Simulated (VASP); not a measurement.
Write the native input for VASP 6.6.1 that does the following.

| Item | Value |
| --- | --- |
| Task | single point |
| Functional | PBE |
| Potentials or basis | VASP PAW PBE potentials, release 64 (Ti_sv, Al) |
| Cutoff | 520 eV |
| k mesh | 4 × 4 × 4, shifted |
| Occupations | gaussian, width 0.1 eV |
| Spin | no spin polarisation |
| Dipole correction | no |
| Further INCAR settings | LREAL = Auto; ALGO = Normal; EDIFF = 1e-06; NBANDS = 80 |

The structure of Ti9Al8 (a cell with a defect) lies in POSCAR:

```
Ti9Al8
1.0
    5.6432814777      0.0000000000      4.0782742132
    0.0000000000     -5.6432814777     -4.0782742132
    0.0000000000      5.6432814777     -4.0782742132
Ti Al
9 8
Direct
    0.2697480191      0.4954417924      0.2256625858
    0.2697662709      0.2256816040      0.4954312179
    0.2655770416      0.7796686396      0.0451883525
    0.2655334500      0.0451668717      0.7796200470
    0.7302439221      0.2256538123     -0.0440770182
    0.7344861348      0.5140676896      0.7796326815
    0.7302705024     -0.0440642626      0.2256982871
    0.7344374043      0.7795789078      0.5140504195
    0.0000063793      0.6542363160      0.6542536818
    0.4558043064      0.7305993898      0.7306130343
    0.5000011095      0.5000030329     -0.0000065823
    0.5000051851     -0.0000031958      0.5000064193
    0.5442388462      0.2748255829      0.2748121155
    0.0000221502      0.3635144739      0.3635068542
   -0.0000012404      0.7305906193      0.2748130703
   -0.0000054933      0.2748037322      0.7305986470
   -0.0000023036      0.0048732479      0.0048734251
```

One way to write it, as run:

INCAR

```
SYSTEM = Ti9Al8
PREC = Accurate
ENCUT = 520
EDIFF = 1E-6
ISMEAR = 0
SIGMA = 0.1
LREAL = Auto
LASPH = .TRUE.
NELM = 100
ALGO = Normal
ISIF = 2
LWAVE = .FALSE.
LCHARG = .FALSE.
GGA = PE
NBANDS = 80
```

KPOINTS

```
Automatic mesh
0
Gamma
  4 4 4
  0.5 0.5 0.5
```

Potentials or basis: VASP PAW PBE potentials, release 64 (Ti_sv, Al).

Run with:

```bash
$ cat potpaw_PBE.64/Ti_sv/POTCAR potpaw_PBE.64/Al/POTCAR > POTCAR
$ mpirun -np 1 vasp_std > vasp.out
```

It gave:

* Pressure: 11.3 GPa
* Largest force: 0.053 eV/Å
* Band gap on the k mesh: zero (bands 66 and 67 overlap by 0.13 eV)

It took 17 min on 1 thread of Intel(R) Xeon(R) 6975P-C (Granite Rapids), on a shared host, peak memory 0.62 GiB.
